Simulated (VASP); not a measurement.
# ZnO (zincite) (P6_3mc) in VASP: settings compared, part 2 of 2

VASP 6.6.1.

**3. Single point, PBEsol**

This run uses another cell than the first one, of 11.62 Å³/atom, 1.019 times its volume.

INCAR reads:

```
ALGO = Normal
EDIFF = 1E-7
ENCUT = 520
GGA = PS
ISIF = 2
ISMEAR = -1
LASPH = True
LCHARG = False
LREAL = False
LWAVE = False
NBANDS = 26
NELM = 80
PREC = Accurate
SIGMA = 0.05
```

KPOINTS reads:

```
k-points
0
Gamma
  9 9 5
```

POSCAR reads:

```
ZnO
1.0
    3.2156175861      0.0000000000      0.0000000000
   -1.6078087930      2.7848065184      0.0000000000
    0.0000000000      0.0000000000      5.1910795746
Zn O
2 2
Direct
    0.6666666667      0.3333333333      0.0000489459
    0.3333333333      0.6666666667      0.5000489459
    0.3333333333      0.6666666667      0.8789610541
    0.6666666667      0.3333333333      0.3789610541
```

Potentials or basis: VASP PAW PBE potentials, release 64 (Zn, O).

The run is started by

```bash
$ cat potpaw_PBE.64/Zn/POTCAR potpaw_PBE.64/O/POTCAR > POTCAR
$ mpirun -np 1 vasp_std > vasp.out
```

It took 33 s on 1 thread of Intel Xeon 6975P-C, shared host; peak memory 0.18 GiB.

The run converged. Its results:

```
Free energy            : -19.4018 eV
Pressure               : 3.1 GPa
Band gap on the k mesh : 0.71 eV, direct
```

Levels at points of the mesh, in eV from the valence-band top:
```tsv
k point	band 15	band 16	band 17	band 18	band 19	band 20	band 21	band 22
(0.00, 0.00, 0.00)	-0.83	-0.10	0.00	0.00	0.71	5.20	8.14	12.90
```

Caveat: the PAW data sets were made with another functional, which shifts forces and pressure a little. Expect the measured gap to be larger: semilocal functionals such as PBEsol lack the derivative discontinuity.

**4. Single point, BLYP+D3(BJ)**

This run uses another cell than the first one, of 11.19 Å³/atom, 0.981 times its volume.

INCAR reads:

```
SYSTEM = ZnO
PREC = Accurate ; ENCUT = 520
EDIFF = 1E-7 ; ISMEAR = -1
SIGMA = 0.05 ; LREAL = .False.
LASPH = .True. ; NELM = 60
ALGO = Normal ; ISIF = 2
LWAVE = .False. ; LCHARG = .False.
GGA = B5 ; ALDAX = 1.0
AGGAX = 1.0 ; AGGAC = 1.0
ALDAC = 0.0 ; IVDW = 12
VDW_S6 = 1.0 ; VDW_S8 = 2.6996
VDW_A1 = 0.4298 ; VDW_A2 = 4.2359
NBANDS = 26
```

KPOINTS reads:

```
Automatic mesh
0
Gamma
  9 9 5
  0 0 0
```

POSCAR reads:

```
ZnO
1.0
    3.1829769797      0.0000000000      0.0000000000
   -1.5914884899      2.7565389241      0.0000000000
    0.0000000000      0.0000000000      5.0994402224
Zn O
2 2
Direct
    0.6666666667      0.3333333333      0.0000000000
    0.3333333333      0.6666666667      0.5000000000
    0.3333333333      0.6666666667      0.8790100000
    0.6666666667      0.3333333333      0.3790100000
```

Potentials or basis: VASP PAW PBE potentials, release 64 (Zn, O).

The run is started by

```bash
$ cat potpaw_PBE.64/Zn/POTCAR potpaw_PBE.64/O/POTCAR > POTCAR
$ mpirun -np 1 vasp_std > vasp.out
```

OUTCAR:

```text
SYSTEM = ZnO
   PREC = Accurate
   ENCUT = 520
   EDIFF = 1E-7
   ISMEAR = -1
   LREAL = .False.
   LASPH = .True.
   NELM = 60
   ISIF = 2
   GGA = B5
   IVDW = 12
 IVDW          = 12

 ion  position               nearest neighbor table
   1  0.667  0.333  0.000-   4 1.93   3 1.94   3 1.94   3 1.94
   2  0.333  0.667  0.500-   3 1.93   4 1.94   4 1.94   4 1.94
   3  0.333  0.667  0.879-   2 1.93   1 1.94   1 1.94   1 1.94
   4  0.667  0.333  0.379-   1 1.93   2 1.94   2 1.94   2 1.94

  LATTYP: Found a hexagonal cell.
 ALAT       =     3.1829769797
[... 900 lines left out ...]
  Direction    XX          YY          ZZ          XY          YZ          ZX
  --------------------------------------------------------------------------------------
  -------------------------------------------------------------------------------------
  Total       3.85241     3.85241     4.57604    -0.00000     0.00000    -0.00000
  in kB     137.95045   137.95045   163.86293    -0.00000     0.00000    -0.00000
  external pressure =      146.59 kB  Pullay stress =        0.00 kB

 VOLUME and BASIS-vectors are now :
 -----------------------------------------------------------------------------
  energy-cutoff  :      520.00
  volume of cell :       44.74
      direct lattice vectors                 reciprocal lattice vectors
     3.182976980  0.000000000  0.000000000     0.314171295  0.181386882  0.000000000
    -1.591488490  2.756538924  0.000000000     0.000000000  0.362773764  0.000000000
     0.000000000  0.000000000  5.099440222     0.000000000  0.000000000  0.196099955

 POSITION                                       TOTAL-FORCE (eV/Angst)
 -----------------------------------------------------------------------------------
      1.59149      0.91885      0.00000        -0.000000      0.000000     -0.092913
     -0.00000      1.83769      2.54972         0.000000     -0.000000     -0.092913
     -0.00000      1.83769      4.48246        -0.000000      0.000000      0.092913
      1.59149      0.91885      1.93274        -0.000000      0.000000      0.092913
 -----------------------------------------------------------------------------------
    total drift:                                0.000001      0.000001     -0.000335

  FREE ENERGIE OF THE ION-ELECTRON SYSTEM (eV)
  ---------------------------------------------------
  free  energy   TOTEN  =       -18.1304287036 eV

  energy  without entropy=      -18.1304284185  energy(sigma->0) =      -18.13042856
```

OSZICAR:

```text
N       E                     dE             d eps       ncg     rms          rms(c)
DAV:   1     0.303185447769E+03    0.30319E+03   -0.18393E+04  1904   0.207E+03
DAV:   2     0.123720312177E+02   -0.29081E+03   -0.27257E+03  1912   0.418E+02
DAV:   3    -0.194004482824E+02   -0.31772E+02   -0.31371E+02  2066   0.142E+02
DAV:   4    -0.200187210393E+02   -0.61827E+00   -0.61702E+00  2130   0.201E+01
DAV:   5    -0.200216693361E+02   -0.29483E-02   -0.29480E-02  2050   0.144E+00    0.166E+01
DAV:   6    -0.158716169898E+02    0.41501E+01   -0.78633E+00  2904   0.651E+01    0.100E+01
DAV:   7    -0.161355930845E+02   -0.26398E+00   -0.35174E+00  1890   0.180E+01    0.602E+00
DAV:   8    -0.161451492621E+02   -0.95562E-02   -0.60067E-01  2766   0.864E+00    0.179E+00
DAV:   9    -0.160812921580E+02    0.63857E-01   -0.13660E-01  2756   0.745E+00    0.319E-01
DAV:  10    -0.160847108964E+02   -0.34187E-02   -0.45229E-02  1910   0.146E+00    0.110E-01
DAV:  11    -0.160847155445E+02   -0.46481E-05   -0.45410E-04  2044   0.232E-01    0.269E-02
DAV:  12    -0.160847430401E+02   -0.27496E-04   -0.71832E-05  2418   0.238E-01    0.884E-03
DAV:  13    -0.160847458484E+02   -0.28083E-05   -0.17136E-05  2696   0.987E-02    0.128E-02
DAV:  14    -0.160847434802E+02    0.23681E-05   -0.57675E-06  2050   0.233E-02    0.280E-03
DAV:  15    -0.160847433489E+02    0.13129E-06   -0.95121E-07  1912   0.744E-03    0.740E-04
DAV:  16    -0.160847433370E+02    0.11942E-07   -0.11802E-08   954   0.122E-03
   1 F= -.18130429E+02 E0= -.18130429E+02  d E =-.285099E-06
```

Wall time 23 s (1 thread of Intel Xeon 6975P-C (Granite Rapids), shared host); peak memory 0.18 GiB.

Results:

```yaml
Free_energy: -18.1304 eV
Pressure: 14.7 GPa
Largest_force: 0.093 eV/Å
Band_gap_on_the_k_mesh: 1.07 eV, direct
Dispersion_energy_per_atom: -0.511 eV
```

Forces in eV/Å, atoms in the order of the input:
```
Zn   0.000  0.000 -0.093
Zn   0.000  0.000 -0.093
O    0.000  0.000  0.093
O    0.000  0.000  0.093
```

Caveat: the PAW data sets were made with another functional, which shifts forces and pressure a little.

**5. Single point, LDA**

This run uses another cell than the first one, of 11.19 Å³/atom, 0.981 times its volume.

INCAR reads:

```
  ALGO = Normal
  EDIFF = 1E-7
  ENCUT = 520
  GGA = CA
  ISIF = 2
  ISMEAR = -1
  LASPH = True
  LCHARG = False
  LREAL = False
  LWAVE = False
  NBANDS = 26
  NELM = 100
  PREC = Accurate
  SIGMA = 0.05
```

KPOINTS reads:

```
k-points
0
Gamma
  9 9 5
```

POSCAR is that of step 4.

Potentials or basis: VASP PAW LDA potentials, release 64 (Zn, O).

The run is started by

```bash
$ cat potpaw_LDA.64/Zn/POTCAR potpaw_LDA.64/O/POTCAR > POTCAR
$ mpirun -np 1 vasp_std > vasp.out
```

Wall time 13 s (1 thread of Intel Xeon 6975P-C (Granite Rapids), shared host); peak memory 0.16 GiB.

Results (log left out):

- Free energy: -21.1456 eV
- Pressure: 3.5 GPa
- Largest force: 0.078 eV/Å
- Band gap on the k mesh: 0.84 eV, direct

Forces on the atoms (eV/Å):
```
Zn   0.000  0.000 -0.078
Zn   0.000  0.000 -0.078
O    0.000  0.000  0.078
O    0.000  0.000  0.078
```

Stress tensor (GPa, compression positive):
```
2.82 0.00 0.00
0.00 2.82 0.00
0.00 0.00 4.97
```

Levels at points of the mesh, in eV from the valence-band top:
| k point | band 14 | band 15 | band 16 | band 17 | band 18 | band 19 | band 20 | band 21 | band 22 | band 23 |
| --- | --- | --- | --- | --- | --- | --- | --- | --- | --- | --- |
| (0.00, 0.00, 0.00) | -0.90 | -0.90 | -0.09 | 0.00 | 0.00 | 0.84 | 5.32 | 8.34 | 12.95 | 12.95 |

**6. Summary**

```csv
level,potentials or basis,cell,gap on the mesh (eV),pressure (GPa),largest force (eV/Å)
PBEsol,"VASP PAW PBE potentials, release 64 (Zn, O)","a = 3.196, b = 3.196, c = 5.157 Å, angles 90.0, 90.0, 120.0°, 4 atoms",0.74,6.1,0.01
PBEsol,"VASP PAW PBE potentials, release 64 (Zn, O)","a = 3.216, b = 3.216, c = 5.191 Å, angles 90.0, 90.0, 120.0°, 4 atoms",0.71,3.1,-
BLYP+D3(BJ),"VASP PAW PBE potentials, release 64 (Zn, O)","a = 3.183, b = 3.183, c = 5.099 Å, angles 90.0, 90.0, 120.0°, 4 atoms",1.07,14.7,0.09
LDA,"VASP PAW LDA potentials, release 64 (Zn, O)","a = 3.183, b = 3.183, c = 5.099 Å, angles 90.0, 90.0, 120.0°, 4 atoms",0.84,3.5,0.08
```

Alike in all rows: task single point; no spin polarisation; k mesh 9 × 9 × 5; cutoff (eV) 520; smearing fermi-dirac 0.05 eV.

Caveats: the PAW data sets were made with another functional, which shifts forces and pressure a little (some runs).

Absolute energies hang on the potentials; compare differences alone.
